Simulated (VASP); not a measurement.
# LiF (P6_3mc) in VASP: further runs

The runs below take LiF through single point, with LDA.

Everything below comes from runs of VASP 6.6.1. Logs are shortened: lines on timing, memory, paths and dates and some standing lists are left out, and cuts for length are marked.

## 1. The cell of the first run

Symmetry: P6_3mc, No. 186, hexagonal system. The conventional cell has a = 3.061 Å, b = 3.061 Å, c = 4.952 Å, α = 90.00°, β = 90.00°, γ = 120.00°. Within 2.5 Å of Li (site symmetry 3m) lie 4 F at 1.85 to 1.92 Å. F (site symmetry 3m) has 4 Li at 1.85 to 1.92 Å within 2.5 Å.

## 2. Single point, LDA (strain +0.000 along x and y, +0.030 along z)

Contents of INCAR:

```
SYSTEM = LiF
ALGO = Normal ; EDIFF = 1E-6
ENCUT = 520 ; GGA = CA
ISIF = 2 ; ISMEAR = 0
LASPH = .True. ; LCHARG = .True.
LELF = .True. ; LREAL = .False.
LVHAR = .True. ; LWAVE = .False.
NBANDS = 18 ; NELM = 100
PREC = Accurate ; SIGMA = 0.05
```

Contents of KPOINTS:

```
k-points
0
Gamma
  9 9 6
  0 0 0
```

Contents of POSCAR:

```
LiF
1.0
    3.0609398175      0.0000000000      0.0000000000
   -1.5304699087      2.6508516414      0.0000000000
    0.0000000000      0.0000000000      4.9515443071
Li F
2 2
Direct
    0.3333333333      0.6666666667      0.3811542600
    0.6666666667      0.3333333333      0.8811542600
    0.3333333333      0.6666666667      0.9938437400
    0.6666666667      0.3333333333      0.4938437400
```

Potentials or basis: VASP PAW LDA potentials, release 64 (Li_sv, F).

Command:

```sh
cat potpaw_LDA.64/Li_sv/POTCAR potpaw_LDA.64/F/POTCAR > POTCAR
mpirun -np 1 vasp_std > vasp.out
```

OUTCAR:

```text
SYSTEM = LiF
   EDIFF = 1E-6
   ENCUT = 520
   GGA = CA
   ISIF = 2
   ISMEAR = 0
   LASPH = .True.
   LREAL = .False.
   NELM = 100
   PREC = Accurate

 ion  position               nearest neighbor table
   1  0.333  0.667  0.381-   4 1.85   4 1.85   4 1.85   3 1.92
   2  0.667  0.333  0.881-   3 1.85   3 1.85   3 1.85   4 1.92
   3  0.333  0.667  0.994-   2 1.85   2 1.85   2 1.85   1 1.92
   4  0.667  0.333  0.494-   1 1.85   1 1.85   1 1.85   2 1.92

  LATTYP: Found a hexagonal cell.
 ALAT       =     3.0609398175
 C/A-ratio  =     1.6176549042

  Lattice vectors:

 A1 = (   3.0609398175,   0.0000000000,   0.0000000000)
 A2 = (  -1.5304699087,   2.6508516414,   0.0000000000)
 A3 = (   0.0000000000,   0.0000000000,   4.9515443071)

Analysis of symmetry for initial positions (statically):
=====================================================================
 Subroutine PRICEL returns:
 Original cell was already a primitive cell.

 Routine SETGRP: Setting up the symmetry group for a
 hexagonal supercell.

 Subroutine GETGRP returns: Found 12 space group operations
 (whereof  6 operations were pure point group operations)
 out of a pool of 24 trial point group operations.

The static configuration has the point symmetry C_3v.
 The point group associated with its full space group is C_6v.

Analysis of symmetry for dynamics (positions and initial velocities):
=====================================================================
 Subroutine PRICEL returns:
 Original cell was already a primitive cell.

 Routine SETGRP: Setting up the symmetry group for a
 hexagonal supercell.

 Subroutine GETGRP returns: Found 12 space group operations
 (whereof  6 operations were pure point group operations)
 out of a pool of 24 trial point group operations.

The dynamic configuration has the point symmetry C_3v.
 The point group associated with its full space group is C_6v.

 Subroutine INISYM returns: Found 12 space group operations
 (whereof  6 operations are pure point group operations),
 and found     1 'primitive' translations

----------------------------------------------------------------------------------------

                                     Primitive cell

  volume of cell :      40.1773

  direct lattice vectors                    reciprocal lattice vectors
     3.060939817  0.000000000  0.000000000     0.326697047  0.188618628  0.000000000
    -1.530469909  2.650851641  0.000000000     0.000000000  0.377237256  0.000000000
     0.000000000  0.000000000  4.951544307     0.000000000  0.000000000  0.201957195

  length of vectors
     3.060939817  3.060939817  4.951544307     0.377237256  0.377237256  0.201957195

  position of ions in fractional coordinates (direct lattice)
     0.333333333  0.666666667  0.381154260
     0.666666667  0.333333333  0.881154260
     0.333333333  0.666666667  0.993843740
     0.666666667  0.333333333  0.493843740

  ion indices of the primitive-cell ions
   primitive index   ion index
                 1           1
                 2           2
                 3           3
                 4           4

----------------------------------------------------------------------------------------

 KPOINTS: k-points

Automatic generation of k-mesh.
 Grid dimensions read from file:
 generate k-points for:    9    9    6

 Generating k-lattice:

  Cartesian coordinates                     Fractional coordinates (reciprocal lattice)
     0.036299672  0.020957625  0.000000000     0.111111111  0.000000000  0.000000000
     0.000000000  0.041915251  0.000000000     0.000000000  0.111111111  0.000000000
     0.000000000  0.000000000  0.033659533     0.000000000  0.000000000  0.166666667

  Length of vectors
     0.041915251  0.041915251  0.033659533

  Shift w.r.t. Gamma in fractional coordinates (k-lattice)
     0.000000000  0.000000000  0.000000000

 Subroutine IBZKPT returns following result:
 ===========================================

 Found     48 irreducible k-points:

 Following reciprocal coordinates:
            Coordinates               Weight
  0.000000  0.000000  0.000000      1.000000
  0.111111  0.000000  0.000000      6.000000
  0.222222 -0.000000  0.000000      6.000000
  0.333333 -0.000000  0.000000      6.000000
  0.444444 -0.000000  0.000000      6.000000
  0.111111  0.111111  0.000000      6.000000
[... 16 lines left out ...]
  0.333333  0.222222  0.166667     24.000000
  0.333333  0.333333  0.166667      4.000000
 [... further k-points ...]
   k-points           NKPTS =     48   k-points in BZ     NKDIM =     48   number of bands    NBANDS=     18
   number of dos      NEDOS =    301   number of ions     NIONS =      4
   total plane-waves  NPLWV =  23040
   dimension x,y,z NGX =    24 NGY =   24 NGZ =   40
   dimension x,y,z NGXF=    48 NGYF=   48 NGZF=   80
   ions per type =               2   2
   NGX,Y,Z   is equivalent  to a cutoff of  13.03, 13.03, 13.43 a.u.
   NGXF,Y,Z  is equivalent  to a cutoff of  26.07, 26.07, 26.86 a.u.
 SYSTEM =  LiF
   PREC   = accura    normal or accurate (medium, high low for compatibility)
   ISTART =      0    job   : 0-new  1-cont  2-samecut
   ICHARG =      2    charge: 1-file 2-atom 10-const
   ISPIN  =      1    spin polarized calculation?
   LNONCOLLINEAR =      F non collinear calculations
   LSORBIT =      F    spin-orbit coupling
   LASPH  =      T    aspherical Exc in radial PAW
   ENCUT  =  520.0 eV  38.22 Ry    6.18 a.u.   5.69  5.69  9.21*2*pi/ulx,y,z
   NELM   =    100;   NELMIN=  2; NELMDL= -5     # of ELM steps
   EDIFF  = 0.1E-05   stopping-criterion for ELM
   LREAL  =      F    real-space projection
   EDIFFG = 0.1E-04   stopping-criterion for IOM
   NSW    =      0    number of steps for IOM
   IBRION =     -1    ionic relax: 0-MD 1-quasi-New 2-CG
   NFREE  =      0    steps in history (QN), initial steepest desc. (CG)
   ISIF   =      2    stress and relaxation
   ISYM   =      2    0-nonsym 1-usesym 2-fastsym
   POTIM  = 0.5000    time-step for ionic-motion
   TEBEG  =    0.0;   TEEND  =   0.0 temperature during run
   PSTRESS=    0.0 pullay stress
   NELECT =      20.0000    total number of electrons
   NUPDOWN=      -1.0000    fix difference up-down
   EMIN   =  10.00;   EMAX   =-10.00  energy-range for DOS
   EFERMI =   0.00;   METHOD = LEGACY
   ISMEAR =     0;   SIGMA  =   0.05  broadening in eV -4-tet -1-fermi 0-gaus
   EFERMI_NEDOS =   21; number of points for ismear=-14 and -15
   IALGO  =     38    algorithm
   IMIX   =      4    mixing-type and parameters
     AMIX     =   0.40;   BMIX     =  1.00
     AMIX_MAG =   1.60;   BMIX_MAG =  1.00
  volume/ion in A,a.u.               =      10.04        67.78
  Fermi-wavevector in a.u.,A,eV,Ry     =   1.297452  2.451828 22.903788  1.683381
  Thomas-Fermi vector in A             =   2.428843
   LORBIT       =      0    0 simple, 1 ext, 2 COOP (PROOUT), +10 PAW based schemes
   GGA     = CA    functional components
   LHFCALC =     F    Hartree Fock is set to
   AEXX    =    0.0000 exact exchange contribution
   IVDW    =     0    specifies the selected vdW correction
   LEPSILON=     F    determine dielectric tensor
   LRPA    =     F    only Hartree local field effects (RPA)
 non-spin polarized calculation
 Gauss-broadening in eV      SIGMA  =   0.05
  energy-cutoff  :      520.00
  volume of cell :       40.18
 maximum number of plane-waves:      1102
 NGX is ok and might be reduce to    24
   NGX = 11   NGY = 11   NGZ = 19

 number of electron      19.9999977 magnetization

 Free energy of the ion-electron system (eV)
  ---------------------------------------------------
  ext. energy  EPLUGINS =         0.00000000
  ---------------------------------------------------
  free energy    TOTEN  =       -20.76077654 eV

  energy without entropy =      -20.76077654  energy(sigma->0) =      -20.76077654

 E-fermi :  -2.5275     XC(G=0):  -9.4909

 val. band max:       -2.8637442911   @ k =   0.0000   0.0000   0.0000
 cond. band min:       4.5972237564   @ k =   0.0000   0.0000   0.0000
 fundamental gap:      7.4609680475
 Fermi energy:        -2.5274998111

 k-point     1 :       0.0000    0.0000    0.0000
  band No.  band energies     occupation
      1     -42.1543      2.00000
      2     -42.1133      2.00000
      3     -21.8230      2.00000
      4     -21.6046      2.00000
      5      -5.0297      2.00000
      6      -3.2517      2.00000
[... 10 lines left out ...]
     17      16.4423      0.00000
     18      16.4423      0.00000

 k-point     2 :       0.1111    0.0000    0.0000
  band No.  band energies     occupation
      1     -42.1499      2.00000
      2     -42.1110      2.00000
      3     -21.8060      2.00000
      4     -21.5989      2.00000
      5      -4.9643      2.00000
      6      -3.3953      2.00000
[... 10 lines left out ...]
     17      16.5976      0.00000
     18      16.6661      0.00000

 k-point     3 :       0.2222   -0.0000    0.0000
  band No.  band energies     occupation
      1     -42.1384      2.00000
      2     -42.1058      2.00000
      3     -21.7613      2.00000
      4     -21.5869      2.00000
      5      -4.7979      2.00000
      6      -3.7974      2.00000
[... 10 lines left out ...]
     17      16.6258      0.00000
     18      16.7652      0.00000

 k-point     4 :       0.3333   -0.0000    0.0000
  band No.  band energies     occupation
      1     -42.1244      2.00000
      2     -42.1009      2.00000
      3     -21.7032      2.00000
      4     -21.5793      2.00000
      5      -4.7102      2.00000
      6      -4.1194      2.00000
[... 375 lines left out ...]
      4     -21.5849      2.00000
      5      -4.5526      2.00000
      6      -4.4473      2.00000
[... 10 lines left out ...]
     17      16.3743      0.00000
     18      17.6410      0.00000

 k-point    23 :       0.3333    0.2222    0.1667
  band No.  band energies     occupation
      1     -42.1077      2.00000
      2     -42.0997      2.00000
      3     -21.6295      2.00000
      4     -21.5890      2.00000
      5      -4.8046      2.00000
      6      -4.2481      2.00000
[... 10 lines left out ...]
     17      15.7268      0.00000
     18      17.8674      0.00000

 k-point    24 :       0.3333    0.3333    0.1667
  band No.  band energies     occupation
      1     -42.1020      2.00000
      2     -42.1020      2.00000
      3     -21.6030      2.00000
      4     -21.6030      2.00000
      5      -4.8563      2.00000
      6      -4.0432      2.00000
[... 10 lines left out ...]
     17      15.2000      0.00000
     18      17.8253      0.00000

 [... further k-points ...]
[... 5 lines left out ...]
  --------------------------------------------------------------------------------------
  -------------------------------------------------------------------------------------
  Total       -0.8967513     -0.8967513     -1.5504525     -0.0000000      0.0000000      0.0000000
  in kB      -35.7603455    -35.7603455    -61.8284222     -0.0000000      0.0000000      0.0000000
  external PRESSURE =     -44.4497044 kB  Pullay stress =       0.0000000 kB

 VOLUME and BASIS-vectors are now :
 -----------------------------------------------------------------------------
  energy-cutoff  :      520.00
  volume of cell :       40.18
      direct lattice vectors                 reciprocal lattice vectors
     3.060939817  0.000000000  0.000000000     0.326697047  0.188618628  0.000000000
    -1.530469909  2.650851641  0.000000000     0.000000000  0.377237256  0.000000000
     0.000000000  0.000000000  4.951544307     0.000000000  0.000000000  0.201957195

 POSITION                                       TOTAL-FORCE (eV/Angst)
 -----------------------------------------------------------------------------------
     -0.00000      1.76723      1.88730        -0.000000      0.000000     -0.091544
      1.53047      0.88362      4.36307         0.000000      0.000000     -0.091544
     -0.00000      1.76723      4.92106         0.000000      0.000000      0.091544
      1.53047      0.88362      2.44529        -0.000000     -0.000000      0.091544
 -----------------------------------------------------------------------------------
    total drift:                                0.000001      0.000001      0.000198

  FREE ENERGIE OF THE ION-ELECTRON SYSTEM (eV)
  ---------------------------------------------------
  free  energy   TOTEN  =       -20.7607765422 eV

  energy  without entropy=      -20.7607765422  energy(sigma->0) =      -20.76077654
```

Wall time 39 s (1 thread of Intel Xeon Platinum 8259CL at 2.50GHz (Skylake/Cascade Lake), shared host); peak memory 0.15 GiB.

Results:

```
Free energy            : -20.7608 eV
Largest force          : 0.092 eV/Å
Band gap on the k mesh : 7.46 eV, direct
```

Forces in eV/Å, atoms in the order of the input:
```
Li   0.000  0.000 -0.092
Li   0.000  0.000 -0.092
F    0.000  0.000  0.092
F    0.000  0.000  0.092
```

Levels at points of the mesh, in eV from the valence-band top:
```csv
k point,band 7,band 8,band 9,band 10,band 11,band 12,band 13,band 14
"(0.00, 0.00, 0.00)",-0.39,-0.10,-0.10,0.00,7.46,11.49,14.71,18.31
"(0.00, 0.00, 0.50)",-0.25,-0.25,-0.25,-0.25,9.10,9.10,16.89,16.89
```

Caveat: the cell differs from its parent crystal (strain +0.000 along x and y, +0.030 along z); the cutoff is under 1.25 times the usual one of these potentials, so pressure, stress and relaxed cells hold a basis-set (Pulay) error.

## 3. Single point, LDA (strain +0.030 along x and y, -0.030 along z)

Contents of INCAR:

```
  ALGO = Normal
  EDIFF = 1E-6
  ENCUT = 520
  GGA = CA
  ISIF = 2
  ISMEAR = 0
  LASPH = True
  LCHARG = False
  LREAL = False
  LWAVE = False
  NBANDS = 18
  NELM = 100
  PREC = Accurate
  SIGMA = 0.05
```

Contents of KPOINTS:

```
k-points
0
Gamma
  9 9 6
```

Contents of POSCAR:

```
LiF
1.0
    3.1527680120      0.0000000000      0.0000000000
   -1.5763840060      2.7303771907      0.0000000000
    0.0000000000      0.0000000000      4.6631048329
Li F
2 2
Direct
    0.3333333333      0.6666666667      0.3811542600
    0.6666666667      0.3333333333      0.8811542600
    0.3333333333      0.6666666667      0.9938437400
    0.6666666667      0.3333333333      0.4938437400
```

Potentials or basis: VASP PAW LDA potentials, release 64 (Li_sv, F).

Command:

```sh
cat potpaw_LDA.64/Li_sv/POTCAR potpaw_LDA.64/F/POTCAR > POTCAR
mpirun -np 1 vasp_std > vasp.out
```

It took 35 s on 1 thread of Intel Xeon Platinum 8259CL at 2.50GHz (Skylake/Cascade Lake), shared host; peak memory 0.14 GiB.

It converged, with:

```
Free energy            : -20.7471 eV
Largest force          : 0.220 eV/Å
Band gap on the k mesh : 7.38 eV, direct
```

Forces on the atoms (eV/Å):
```
Li   0.000  0.000  0.220
Li   0.000  0.000  0.220
F    0.000  0.000 -0.220
F    0.000  0.000 -0.220
```

Levels at points of the mesh, in eV from the valence-band top:
```csv
k point,band 8,band 9,band 10,band 11,band 12,band 13
"(0.00, 0.00, 0.00)",-0.21,-0.21,0.00,7.38,11.91,15.09
"(0.00, 0.00, 0.50)",-0.41,-0.41,-0.41,9.12,9.12,17.58
```

Caveat: the cell differs from its parent crystal (strain +0.030 along x and y, -0.030 along z); the cutoff is under 1.25 times the usual one of these potentials, so pressure, stress and relaxed cells hold a basis-set (Pulay) error.

## 4. Single point, LDA (strain +0.015 along x and y, +0.000 along z)

Contents of INCAR:

```
SYSTEM = LiF
PREC     = Accurate       ! precision mode
ENCUT    = 520            ! plane-wave cutoff, eV
EDIFF    = 1E-6           ! SCF threshold, eV
ISMEAR   = 0              ! smearing method
SIGMA    = 0.05           ! smearing width, eV
LREAL    = .FALSE.        ! projectors in reciprocal space
LASPH    = .TRUE.         ! aspherical terms in the spheres
NELM     = 60             ! most SCF steps
ALGO     = Normal         ! electronic algorithm
ISIF     = 2              ! what is computed and relaxed
LWAVE    = .FALSE.        ! write WAVECAR
LCHARG   = .TRUE.         ! write CHGCAR
LELF     = .TRUE.         ! ELF
LVHAR    = .TRUE.       
NBANDS   = 18             ! bands
```

Contents of KPOINTS:

```
regular mesh
0
G
  9 9 6
  0 0 0
```

Contents of POSCAR:

```
LiF
1.0
    3.1068539148      0.0000000000      0.0000000000
   -1.5534269574      2.6906144160      0.0000000000
    0.0000000000      0.0000000000      4.8073245700
Li F
2 2
Direct
    0.3333333333      0.6666666667      0.3811542600
    0.6666666667      0.3333333333      0.8811542600
    0.3333333333      0.6666666667      0.9938437400
    0.6666666667      0.3333333333      0.4938437400
```

Command:

```sh
cat potpaw_LDA.64/Li_sv/POTCAR potpaw_LDA.64/F/POTCAR > POTCAR
mpirun -np 1 vasp_std > vasp.out
```

Run time: 36 s. Hardware: 1 thread of Intel Xeon Platinum 8259CL at 2.50GHz (Skylake/Cascade Lake), shared host; peak memory 0.14 GiB.

It converged, with:

```
Free energy            : -20.7670 eV
Largest force          : 0.036 eV/Å
Band gap on the k mesh : 7.42 eV, direct
```

Forces on the atoms (eV/Å):
```
Li   0.000  0.000  0.036
Li   0.000  0.000  0.036
F    0.000  0.000 -0.036
F    0.000  0.000 -0.036
```

Levels at points of the mesh, in eV from the valence-band top:
```tsv
k point	band 8	band 9	band 10	band 11	band 12	band 13
(0.00, 0.00, 0.00)	-0.17	-0.17	0.00	7.42	11.68	14.87
(0.00, 0.00, 0.50)	-0.34	-0.34	-0.34	9.10	9.10	17.22
```

Caveat: the cell differs from its parent crystal (strain +0.015 along x and y, +0.000 along z); the cutoff is under 1.25 times the usual one of these potentials, so pressure, stress and relaxed cells hold a basis-set (Pulay) error. A k mesh can miss the band edges.

(Continued in part 2 of 2.)
